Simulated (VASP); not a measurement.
# ZnSe (P4/nmm) in VASP: further runs, part 3 of 3

VASP 6.6.1. Earlier steps stand in the parts before.

**5. Single point, PBEsol**

This run uses another cell than the first one, of 22.40 Å³/atom, 1.049 times its volume.

The input, INCAR:

```
SYSTEM = ZnSe
ALGO = Normal ; EDIFF = 1E-7
ENCUT = 520 ; GGA = PS
ISIF = 2 ; ISMEAR = 0
LASPH = .TRUE. ; LCHARG = .FALSE.
LREAL = .FALSE. ; LWAVE = .FALSE.
NBANDS = 26 ; NELM = 60
PREC = Accurate ; SIGMA = 0.05
```

The input, KPOINTS:

```
k-points
0
G
  8 8 6
  0 0 0
```

The input, POSCAR:

```
ZnSe
1.0
    4.0261152320      0.0000000000      0.0000000000
    0.0000000000      4.0261152320      0.0000000000
    0.0000000000      0.0000000000      5.5286396999
Zn Se
2 2
Direct
    0.0000000000      0.0000000000      0.0000000000
    0.5000000000      0.5000000000      0.0000000000
    0.0000000000      0.5000000000      0.2139048092
    0.5000000000      0.0000000000      0.7860951908
```

Potentials or basis: VASP PAW PBE potentials, release 64 (Zn, Se).

Command:

```
$ cat potpaw_PBE.64/Zn/POTCAR potpaw_PBE.64/Se/POTCAR > POTCAR
$ mpirun -np 1 vasp_std > vasp.out
```

OUTCAR:

```text
SYSTEM = ZnSe
   EDIFF = 1E-7
   ENCUT = 520
   GGA = PS
   ISIF = 2
   ISMEAR = 0
   LASPH = .TRUE.
   LREAL = .FALSE.
   NELM = 60
   PREC = Accurate

 ion  position               nearest neighbor table
   1  0.000  0.000  0.000-   3 2.33   4 2.33   3 2.33   4 2.33   2 2.85   2 2.85   2 2.85   2 2.85

   2  0.500  0.500  0.000-   3 2.33   4 2.33   4 2.33   3 2.33   1 2.85   1 2.85   1 2.85   1 2.85

   3  0.000  0.500  0.214-   1 2.33   2 2.33   1 2.33   2 2.33
   4  0.500  0.000  0.786-   1 2.33   2 2.33   2 2.33   1 2.33

  LATTYP: Found a simple tetragonal cell.
 ALAT       =     4.0261152320
 C/A-ratio  =     1.3731946011

  Lattice vectors:

 A1 = (   4.0261152320,   0.0000000000,   0.0000000000)
 A2 = (   0.0000000000,   4.0261152320,   0.0000000000)
 A3 = (   0.0000000000,   0.0000000000,   5.5286396999)

Analysis of symmetry for initial positions (statically):
=====================================================================
 Subroutine PRICEL returns:
 Original cell was already a primitive cell.

[... 170 lines left out ...]
  ext. energy  EPLUGINS =         0.00000000
  ---------------------------------------------------
  free energy    TOTEN  =       -11.88822215 eV

  energy without entropy =      -11.88822215  energy(sigma->0) =      -11.88822215

 E-fermi :   1.9726     XC(G=0):  -9.3017

 val. band max:        1.7262672594   @ k =   0.0000   0.0000   0.0000
 cond. band min:       2.7728036110   @ k =   0.0000   0.0000   0.0000
 fundamental gap:      1.0465363516
 Fermi energy:         1.9725777465

 k-point     1 :       0.0000    0.0000    0.0000
  band No.  band energies     occupation
      1     -12.7092      2.00000
      2     -11.1560      2.00000
      3      -5.8264      2.00000
      4      -5.8264      2.00000
      5      -5.8120      2.00000
      6      -5.7433      2.00000
[... 685 lines left out ...]
     25      10.0786      0.00000
     26      10.0786      0.00000

 [... further k-points ...]
[... 5 lines left out ...]
  --------------------------------------------------------------------------------------
  -------------------------------------------------------------------------------------
  Total        8.4451134      8.4451134      7.5944225      0.0000000      0.0000000      0.0000000
  in kB      150.9820703    150.9820703    135.7733850      0.0000000      0.0000000      0.0000000
  external PRESSURE =     145.9125085 kB  Pullay stress =       0.0000000 kB

 VOLUME and BASIS-vectors are now :
 -----------------------------------------------------------------------------
  energy-cutoff  :      520.00
  volume of cell :       89.62
      direct lattice vectors                 reciprocal lattice vectors
     4.026115232  0.000000000  0.000000000     0.248378385  0.000000000  0.000000000
     0.000000000  4.026115232  0.000000000     0.000000000  0.248378385  0.000000000
     0.000000000  0.000000000  5.528639700     0.000000000  0.000000000  0.180876319

 POSITION                                       TOTAL-FORCE (eV/Angst)
 -----------------------------------------------------------------------------------
      0.00000      0.00000      0.00000        -0.000000     -0.000000      0.000000
      2.01306      2.01306      0.00000         0.000000      0.000000      0.000000
      0.00000      2.01306      1.18260        -0.000000      0.000000      3.335886
      2.01306      0.00000      4.34604        -0.000000     -0.000000     -3.335886
 -----------------------------------------------------------------------------------
    total drift:                                0.000000      0.000000      0.000000

  FREE ENERGIE OF THE ION-ELECTRON SYSTEM (eV)
  ---------------------------------------------------
  free  energy   TOTEN  =       -11.8882221539 eV

  energy  without entropy=      -11.8882221539  energy(sigma->0) =      -11.88822215
```

OSZICAR:

```text
N       E                     dE             d eps       ncg     rms          rms(c)
DAV:   1     0.240602181828E+03    0.24060E+03   -0.17063E+04  3120   0.161E+03
DAV:   2     0.105052097951E+02   -0.23010E+03   -0.22069E+03  3240   0.339E+02
DAV:   3    -0.122365957027E+02   -0.22742E+02   -0.22532E+02  3780   0.109E+02
DAV:   4    -0.127009447298E+02   -0.46435E+00   -0.46366E+00  3602   0.155E+01
DAV:   5    -0.127039256198E+02   -0.29809E-02   -0.29805E-02  3620   0.116E+00    0.108E+01
DAV:   6    -0.119371106319E+02    0.76681E+00   -0.18982E+00  4060   0.407E+01    0.819E+00
DAV:   7    -0.118934884720E+02    0.43622E-01   -0.98607E-01  3272   0.673E+00    0.301E+00
DAV:   8    -0.118894932050E+02    0.39953E-02   -0.14933E-02  3638   0.874E-01    0.693E-01
DAV:   9    -0.118880968745E+02    0.13963E-02   -0.42289E-03  3984   0.731E-01    0.117E-01
DAV:  10    -0.118881544600E+02   -0.57585E-04   -0.70482E-04  3472   0.307E-01    0.458E-02
DAV:  11    -0.118882172329E+02   -0.62773E-04   -0.13459E-04  3330   0.100E-01    0.192E-02
DAV:  12    -0.118882207849E+02   -0.35519E-05   -0.24192E-05  3526   0.303E-02    0.117E-02
DAV:  13    -0.118882220653E+02   -0.12804E-05   -0.33917E-06  3302   0.170E-02    0.453E-03
DAV:  14    -0.118882221833E+02   -0.11798E-06   -0.20814E-06  4458   0.233E-02    0.178E-03
DAV:  15    -0.118882221539E+02    0.29422E-07   -0.52958E-07  3648   0.108E-02
   1 F= -.11888222E+02 E0= -.11888222E+02  d E =-.216740E-14
```

Wall time 64 s (1 thread of Intel Xeon 6975P-C (Granite Rapids), shared host); peak memory 0.25 GiB.

What came out:

* Free energy: -11.8882 eV
* Pressure: 14.6 GPa
* Largest force: 3.336 eV/Å
* Band gap on the k mesh: 1.05 eV, direct

Forces in eV/Å, atoms in the order of the input:
```
Zn   0.000  0.000  0.000
Zn   0.000  0.000  0.000
Se   0.000  0.000  3.336
Se   0.000  0.000 -3.336
```

Caveat: the PAW data sets were made with another functional, which shifts forces and pressure a little.

**6. Single point, PBEsol**

This run uses another cell than the first one, of 22.40 Å³/atom, 1.049 times its volume.

The input, INCAR:

```
SYSTEM = ZnSe
ALGO = Normal ; EDIFF = 1E-6
ENCUT = 520 ; GGA = PS
ISIF = 2 ; ISMEAR = 0
LASPH = .TRUE. ; LCHARG = .FALSE.
LREAL = .FALSE. ; LWAVE = .FALSE.
NBANDS = 26 ; NELM = 100
PREC = Accurate ; SIGMA = 0.05
```

KPOINTS is that of step 5.

Changes to POSCAR since step 5:

```diff
@@ -10,3 +10,3 @@
     0.5000000000      0.5000000000      0.0000000000
-    0.0000000000      0.5000000000      0.2139048092
-    0.5000000000      0.0000000000      0.7860951908
+    0.0000000000      0.5000000000      0.2862553369
+    0.5000000000      0.0000000000      0.7137446631
```

Potentials or basis: VASP PAW PBE potentials, release 64 (Zn, Se).

Command:

```
$ cat potpaw_PBE.64/Zn/POTCAR potpaw_PBE.64/Se/POTCAR > POTCAR
$ mpirun -np 1 vasp_std > vasp.out
```

Wall time 55 s (1 thread of Intel Xeon 6975P-C (Granite Rapids), shared host); peak memory 0.25 GiB.

It converged, with:

| Property | Result |
| --- | --- |
| Free energy | -12.8072 eV |
| Pressure | -3.1 GPa |
| Largest force | 0.895 eV/Å |
| Band gap on the k mesh | 1.35 eV, direct |

Forces on the atoms (eV/Å):
```
Zn   0.000  0.000  0.000
Zn   0.000  0.000  0.000
Se   0.000  0.000 -0.895
Se   0.000  0.000  0.895
```

Stress tensor (GPa, compression positive):
```
-2.27  0.00  0.00
 0.00 -2.27  0.00
 0.00  0.00 -4.61
```

Levels at points of the mesh, in eV from the valence-band top:
```
           k point  band 16  band 17  band 18  band 19  band 20  band 21
(0.00, 0.00, 0.00)    -0.45     0.00     0.00     1.35     1.85     2.80
(0.50, 0.00, 0.00)    -2.41    -0.96    -0.96     3.61     3.61     4.93
(0.50, 0.50, 0.00)    -2.50    -2.11    -2.11     2.42     2.42     2.51
(0.00, 0.00, 0.50)    -1.82    -0.83    -0.83     2.14     3.23     3.95
(0.50, 0.00, 0.50)    -0.88    -0.85    -0.85     2.05     2.05     5.59
(0.50, 0.50, 0.50)    -3.26    -3.02    -3.02     4.50     4.50     4.64
```

Caveat: the PAW data sets were made with another functional, which shifts forces and pressure a little. Expect the measured gap to be larger: semilocal functionals such as PBEsol lack the derivative discontinuity.
